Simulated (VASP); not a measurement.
# Cu (P6_3/mmc) in VASP: further runs, part 2 of 2

VASP 6.6.1. The steps go on from the part before.

### Step 3. Single point, PBEsol

This run uses another cell than the first one: it holds 4 atoms, not 2.

Contents of INCAR:

```
SYSTEM = Cu
ALGO = Fast
EDIFF = 1E-7
ENCUT = 520
GGA = PS
ISIF = 2
ISMEAR = 0
LASPH = .True.
LCHARG = .False.
LREAL = .False.
LWAVE = .False.
NBANDS = 30
NELM = 60
PREC = Accurate
SIGMA = 0.15
```

Contents of KPOINTS:

```
k-points
0
Gamma
  14 8 8
  0 0 0
```

Contents of POSCAR:

```
Cu
1.0
   -2.5205910273      0.0000000000      0.0000000000
    0.0000000000      0.0000000000     -4.1165232714
    0.0000000000     -4.3657917244      0.0000000000
Cu
4
Direct
    0.5000000000      0.7500000000      0.1666666667
    0.0000000000      0.7500000000      0.6666666667
    0.0000000000      0.2500000000      0.3333333333
    0.5000000000      0.2500000000      0.8333333333
```

Potentials or basis: VASP PAW PBE potentials, release 64 (Cu).

Command:

```sh
$ cat potpaw_PBE.64/Cu/POTCAR > POTCAR
$ mpirun -np 1 vasp_std > vasp.out
```

OUTCAR:

```text
SYSTEM = Cu
   EDIFF = 1E-7
   ENCUT = 520
   GGA = PS
   ISIF = 2
   ISMEAR = 0
   LASPH = .True.
   LREAL = .False.
   NELM = 60
   PREC = Accurate

 ion  position               nearest neighbor table
   1  0.500  0.750  0.167-   2 2.52   2 2.52   2 2.52   2 2.52   3 2.52   3 2.52   3 2.52   3 2.52
                             4 2.52   4 2.52
   2  0.000  0.750  0.667-   1 2.52   1 2.52   1 2.52   1 2.52   4 2.52   4 2.52   4 2.52   4 2.52
                             3 2.52   3 2.52
   3  0.000  0.250  0.333-   4 2.52   4 2.52   4 2.52   4 2.52   1 2.52   1 2.52   1 2.52   1 2.52
                             2 2.52   2 2.52
   4  0.500  0.250  0.833-   3 2.52   3 2.52   3 2.52   3 2.52   2 2.52   2 2.52   2 2.52   2 2.52
                             1 2.52   1 2.52

  LATTYP: Found a simple orthorhombic cell.
 ALAT       =     2.5205910273
 B/A-ratio  =     1.6331579486
 C/A-ratio  =     1.7320508076

  Lattice vectors:

 A1 = (  -2.5205910273,   0.0000000000,   0.0000000000)
 A2 = (   0.0000000000,   0.0000000000,  -4.1165232714)
 A3 = (   0.0000000000,  -4.3657917244,   0.0000000000)

Analysis of symmetry for initial positions (statically):
=====================================================================
 Subroutine PRICEL returns following result:

  LATTYP: Found a hexagonal cell.
 ALAT       =     2.5205910273
 C/A-ratio  =     1.6331579486

  Lattice vectors:

 A1 = (  -1.2602955137,  -2.1828958622,   0.0000000000)
 A2 = (  -1.2602955136,   2.1828958622,   0.0000000000)
 A3 = (   0.0000000000,   0.0000000000,  -4.1165232714)

   2 primitive cells build up your supercell.

 Routine SETGRP: Setting up the symmetry group for a
 simple orthorhombic supercell.

 Subroutine GETGRP returns: Found  8 space group operations
 (whereof  4 operations were pure point group operations)
 out of a pool of  8 trial point group operations.

The static configuration has the point symmetry C_2h.
 The point group associated with its full space group is D_2h.

Analysis of symmetry for dynamics (positions and initial velocities):
=====================================================================
 Subroutine PRICEL returns following result:

  LATTYP: Found a hexagonal cell.
 ALAT       =     2.5205910273
 C/A-ratio  =     1.6331579486

  Lattice vectors:

 A1 = (  -1.2602955137,  -2.1828958622,   0.0000000000)
 A2 = (  -1.2602955136,   2.1828958622,   0.0000000000)
 A3 = (   0.0000000000,   0.0000000000,  -4.1165232714)

   2 primitive cells build up your supercell.

 Routine SETGRP: Setting up the symmetry group for a
 simple orthorhombic supercell.

 Subroutine GETGRP returns: Found  8 space group operations
 (whereof  4 operations were pure point group operations)
 out of a pool of  8 trial point group operations.

The dynamic configuration has the point symmetry C_2h.
 The point group associated with its full space group is D_2h.

 Subroutine INISYM returns: Found  8 space group operations
 (whereof  4 operations are pure point group operations),
 and found     2 'primitive' translations

----------------------------------------------------------------------------------------

                                     Primitive cell
[... 34 lines left out ...]

  Length of vectors
     0.028338025  0.030365430  0.028631691

  Shift w.r.t. Gamma in fractional coordinates (k-lattice)
     0.000000000  0.000000000  0.000000000

 Subroutine IBZKPT returns following result:
 ===========================================

 Found    200 irreducible k-points:

 Following reciprocal coordinates:
            Coordinates               Weight
  0.000000  0.000000  0.000000      1.000000
  0.071429  0.000000  0.000000      2.000000
  0.142857  0.000000  0.000000      2.000000
  0.214286  0.000000  0.000000      2.000000
  0.285714  0.000000  0.000000      2.000000
  0.357143  0.000000  0.000000      2.000000
[... 16 lines left out ...]
  0.428571  0.250000  0.000000      4.000000
  0.500000  0.250000  0.000000      2.000000
 [... further k-points ...]
   k-points           NKPTS =    200   k-points in BZ     NKDIM =    200   number of bands    NBANDS=     30
   number of dos      NEDOS =    301   number of ions     NIONS =      4
   total plane-waves  NPLWV =  20480
   dimension x,y,z NGX =    20 NGY =   32 NGZ =   32
   dimension x,y,z NGXF=    40 NGYF=   64 NGZF=   64
   ions per type =               4
   NGX,Y,Z   is equivalent  to a cutoff of  13.19, 12.92, 12.19 a.u.
   NGXF,Y,Z  is equivalent  to a cutoff of  26.38, 25.85, 24.37 a.u.
 SYSTEM =  Cu
   PREC   = accura    normal or accurate (medium, high low for compatibility)
   ISTART =      0    job   : 0-new  1-cont  2-samecut
   ICHARG =      2    charge: 1-file 2-atom 10-const
   ISPIN  =      1    spin polarized calculation?
   LNONCOLLINEAR =      F non collinear calculations
   LSORBIT =      F    spin-orbit coupling
   LASPH  =      T    aspherical Exc in radial PAW
   ENCUT  =  520.0 eV  38.22 Ry    6.18 a.u.   4.69  7.65  8.12*2*pi/ulx,y,z
   NELM   =     60;   NELMIN=  2; NELMDL= -5     # of ELM steps
   EDIFF  = 0.1E-06   stopping-criterion for ELM
   LREAL  =      F    real-space projection
   EDIFFG = 0.1E-05   stopping-criterion for IOM
   NSW    =      0    number of steps for IOM
   IBRION =     -1    ionic relax: 0-MD 1-quasi-New 2-CG
   NFREE  =      0    steps in history (QN), initial steepest desc. (CG)
   ISIF   =      2    stress and relaxation
   ISYM   =      2    0-nonsym 1-usesym 2-fastsym
   POTIM  = 0.5000    time-step for ionic-motion
   TEBEG  =    0.0;   TEEND  =   0.0 temperature during run
   PSTRESS=    0.0 pullay stress
   NELECT =      44.0000    total number of electrons
   NUPDOWN=      -1.0000    fix difference up-down
   EMIN   =  10.00;   EMAX   =-10.00  energy-range for DOS
   EFERMI =   0.00;   METHOD = LEGACY
   ISMEAR =     0;   SIGMA  =   0.15  broadening in eV -4-tet -1-fermi 0-gaus
   EFERMI_NEDOS =   21; number of points for ismear=-14 and -15
   IALGO  =     68    algorithm
   IMIX   =      4    mixing-type and parameters
     AMIX     =   0.40;   BMIX     =  1.00
     AMIX_MAG =   1.60;   BMIX_MAG =  1.00
  volume/ion in A,a.u.               =      11.32        76.42
  Fermi-wavevector in a.u.,A,eV,Ry     =   1.621289  3.063792 35.763969  2.628578
  Thomas-Fermi vector in A             =   2.715089
   LORBIT       =      0    0 simple, 1 ext, 2 COOP (PROOUT), +10 PAW based schemes
   GGA     = PS    functional components
   LHFCALC =     F    Hartree Fock is set to
   AEXX    =    0.0000 exact exchange contribution
   IVDW    =     0    specifies the selected vdW correction
   LEPSILON=     F    determine dielectric tensor
   LRPA    =     F    only Hartree local field effects (RPA)
 non-spin polarized calculation
 RMM-DIIS sequential band-by-band and
 Gauss-broadening in eV      SIGMA  =   0.15
  energy-cutoff  :      520.00
  volume of cell :       45.30
 maximum number of plane-waves:      1246
 NGX is ok and might be reduce to    20

 number of electron      43.9999972 magnetization

 Free energy of the ion-electron system (eV)
  ---------------------------------------------------
  ext. energy  EPLUGINS =         0.00000000
  ---------------------------------------------------
  free energy    TOTEN  =       -17.20275624 eV

  energy without entropy =      -17.18695237  energy(sigma->0) =      -17.19485430

 E-fermi :   7.8875     XC(G=0): -13.1543

 val. band max:        7.8789502249   @ k =   0.2857   0.0000   0.2500
 cond. band min:       7.8902830843   @ k =   0.5000   0.3750   0.3750
 fundamental gap:      0.0113328594
 Fermi energy:         7.8874659112

 k-point     1 :       0.0000    0.0000    0.0000
  band No.  band energies     occupation
      1      -1.7843      2.00000
      2       2.5922      2.00000
      3       2.8743      2.00000
      4       3.1276      2.00000
      5       3.3746      2.00000
      6       4.7397      2.00000
[... 781 lines left out ...]
     29      18.5919      0.00000
     30      18.5920      0.00000

 [... further k-points ...]
[... 5 lines left out ...]
  --------------------------------------------------------------------------------------
  -------------------------------------------------------------------------------------
  Total        0.2656904     -0.0823469      0.3802891      0.0000000      0.0000000      0.0000000
  in kB        9.3970285     -2.9124732     13.4501904      0.0000000      0.0000000      0.0000000
  external PRESSURE =       6.6449152 kB  Pullay stress =       0.0000000 kB

 VOLUME and BASIS-vectors are now :
 -----------------------------------------------------------------------------
  energy-cutoff  :      520.00
  volume of cell :       45.30
      direct lattice vectors                 reciprocal lattice vectors
    -2.520591027  0.000000000  0.000000000    -0.396732349  0.000000000  0.000000000
     0.000000000  0.000000000 -4.116523271     0.000000000  0.000000000 -0.242923441
     0.000000000 -4.365791724  0.000000000     0.000000000 -0.229053529  0.000000000

 POSITION                                       TOTAL-FORCE (eV/Angst)
 -----------------------------------------------------------------------------------
     -1.26030     -0.72763     -3.08739        -0.000000      0.007819     -0.000000
      0.00000     -2.91053     -3.08739         0.000000      0.007819      0.000000
      0.00000     -1.45526     -1.02913        -0.000000     -0.007819      0.000000
     -1.26030     -3.63816     -1.02913        -0.000000     -0.007819     -0.000000
 -----------------------------------------------------------------------------------
    total drift:                                0.000000     -0.000000     -0.000000

  FREE ENERGIE OF THE ION-ELECTRON SYSTEM (eV)
  ---------------------------------------------------
  free  energy   TOTEN  =       -17.2027562428 eV

  energy  without entropy=      -17.1869523660  energy(sigma->0) =      -17.19485430
```

OSZICAR:

```text
N       E                     dE             d eps       ncg     rms          rms(c)
DAV:   1     0.334508599751E+03    0.33451E+03   -0.19654E+04 12526   0.265E+03
DAV:   2     0.100830700016E+02   -0.32443E+03   -0.31262E+03 12006   0.398E+02
DAV:   3    -0.208171493714E+02   -0.30900E+02   -0.29504E+02 13178   0.169E+02
DAV:   4    -0.216055995282E+02   -0.78845E+00   -0.78688E+00 13534   0.367E+01
DAV:   5    -0.216160886891E+02   -0.10489E-01   -0.10489E-01 14814   0.421E+00    0.169E+01
RMM:   6    -0.186847579209E+02    0.29313E+01   -0.34172E+01 13236   0.877E+01    0.900E+00
RMM:   7    -0.172359370359E+02    0.14488E+01   -0.67182E+00 12995   0.412E+01    0.195E+00
RMM:   8    -0.172023919925E+02    0.33545E-01   -0.27013E-01 13942   0.348E+00    0.352E-01
RMM:   9    -0.172013311692E+02    0.10608E-02   -0.53961E-02 13875   0.350E+00    0.953E-02
RMM:  10    -0.172027391019E+02   -0.14079E-02   -0.14050E-02 14153   0.774E-01    0.271E-02
RMM:  11    -0.172027509975E+02   -0.11896E-04   -0.80983E-04 14463   0.381E-01    0.440E-02
RMM:  12    -0.172027494738E+02    0.15237E-05   -0.29830E-04 15201   0.157E-01    0.122E-02
RMM:  13    -0.172027573527E+02   -0.78789E-05   -0.84373E-05 17005   0.686E-02    0.912E-03
RMM:  14    -0.172027566800E+02    0.67272E-06   -0.33809E-06 14467   0.194E-02    0.255E-03
RMM:  15    -0.172027562572E+02    0.42284E-06   -0.13155E-06 13338   0.119E-02    0.169E-03
RMM:  16    -0.172027562428E+02    0.14392E-07   -0.34922E-07  8942   0.563E-03
   1 F= -.17202756E+02 E0= -.17194854E+02  d E =-.158039E-01
```

stdout:

```text
POSCAR found type information on POSCAR Cu
 POSCAR found :  1 types and       4 ions
 scaLAPACK will be used
 -----------------------------------------------------------------------------
|                                                                             |
|                                                                             |
|     You enforced a specific xc type in the INCAR file but a different       |
|     I HOPE YOU KNOW WHAT YOU ARE DOING!                                     |
|                                                                             |
 -----------------------------------------------------------------------------

 LDA part: xc-table for (Slater+PW92), standard interpolation
 POSCAR, INCAR and KPOINTS ok, starting setup
 FFT: planning ... GRIDC
 FFT: planning ... GRID_SOFT
 FFT: planning ... GRID
 WAVECAR not read
 entering main loop
WARNING in EDDRMM: call to ZHEGV failed, returncode =   8  4     30
WARNING in EDDRMM: call to ZHEGV failed, returncode =   8  4     29
WARNING in EDDRMM: call to ZHEGV failed, returncode =   8  4     30
 num prob WARNING in EDDRMM: call to ZHEGV failed, returncode =   8  4     29
```

Run time: 2.4 min. Hardware: 1 thread of Intel Xeon Platinum 8488C (Sapphire Rapids), shared host; peak memory 0.3 GiB.

Results:

| Property | Result |
| --- | --- |
| Free energy | -17.2028 eV |
| Pressure | 0.7 GPa |
| Largest force | 0.008 eV/Å |
| Band gap on the k mesh | zero (band 22 reaches 10.56 eV, above the bottom of band 23 at 6.36 eV) |

Forces in eV/Å, atoms in the order of the input:
```
Cu   0.000  0.008  0.000
Cu   0.000  0.008  0.000
Cu   0.000 -0.008  0.000
Cu   0.000 -0.008  0.000
```

Stress tensor (GPa, compression positive):
```
 0.94  0.00  0.00
 0.00 -0.29  0.00
 0.00  0.00  1.35
```

Levels at points of the mesh, in eV from the Fermi level:
| k point | band 18 | band 19 | band 20 | band 21 | band 22 | band 23 | band 24 | band 25 | band 26 | band 27 |
| --- | --- | --- | --- | --- | --- | --- | --- | --- | --- | --- |
| (0.00, 0.00, 0.00) | -1.73 | -1.63 | -1.58 | -1.53 | -1.12 | 0.02 | 1.67 | 3.99 | 7.96 | 8.37 |
| (0.50, 0.00, 0.00) | -1.70 | -1.62 | -1.62 | -0.28 | -0.28 | 5.89 | 5.89 | 6.63 | 6.63 | 7.29 |
| (0.00, 0.50, 0.00) | -1.96 | -1.92 | -1.92 | -1.57 | -1.57 | 0.46 | 0.46 | 5.09 | 5.09 | 12.81 |
| (0.50, 0.50, 0.00) | -1.60 | -1.60 | -1.60 | 0.97 | 0.97 | 0.97 | 0.97 | 8.65 | 8.65 | 8.65 |
| (0.00, 0.00, 0.50) | -2.37 | -2.24 | -2.24 | -1.62 | -1.62 | 2.85 | 2.85 | 4.66 | 4.66 | 10.69 |
| (0.50, 0.00, 0.50) | -1.58 | -1.53 | -1.53 | 0.03 | 0.03 | 1.67 | 1.67 | 7.96 | 7.96 | 8.37 |
| (0.00, 0.50, 0.50) | -1.96 | -1.96 | -1.96 | -1.49 | -1.49 | -1.49 | -1.49 | 12.61 | 12.61 | 12.61 |
| (0.50, 0.50, 0.50) | -1.57 | -1.57 | -1.57 | 0.46 | 0.46 | 0.46 | 0.46 | 5.09 | 5.09 | 5.09 |

Caveat: the PAW data sets were made with another functional, which shifts forces and pressure a little.
